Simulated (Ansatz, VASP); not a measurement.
# Two plane-wave programs on TiO2

```
Ti O
1.0
     3.36716    0.00000    0.00000
     0.00000    3.36716    0.00000
     0.00000    0.00000    5.20516
Ti O
2 4
Cartesian
  0.0000 0.0000 0.0000
  1.6836 1.6836 2.6026
  0.0000 1.6836 1.7560
  0.0000 1.6836 4.3586
  1.6836 0.0000 3.4492
  1.6836 0.0000 0.8466
```

Alike in both runs: task single point; functional PBE; k mesh 8 × 8 × 6; occupations fermi-dirac, width 0.02 eV; no spin polarisation.

|  | VASP | Ansatz |
| --- | --- | --- |
| version | VASP 6.6.1 | Ansatz 0.2.0 |
| potentials or method | VASP PAW PBE potentials, release 64 (Ti_sv, O) | plane waves, PAW |
| plane-wave cutoff (eV) | 520 | 420 |
| valence electrons in the cell | 48 | 48 |

|  | VASP | Ansatz | Ansatz less VASP |
| --- | --- | --- | --- |
| gap on the k mesh at the Fermi level (eV) | 2.52 | 2.54 | +0.019 |
| pressure (GPa) | 6.4 | 5.7 | -0.79 |
| traceless stress, the component that is largest in VASP (GPa) | -0.79 | -0.38 | +0.414 |
| rms of the force components (eV/Å) | 0.064 | 0.034 | -0.0303 |

Atom by atom the forces differ by 0.030 eV/Å (rms over components).
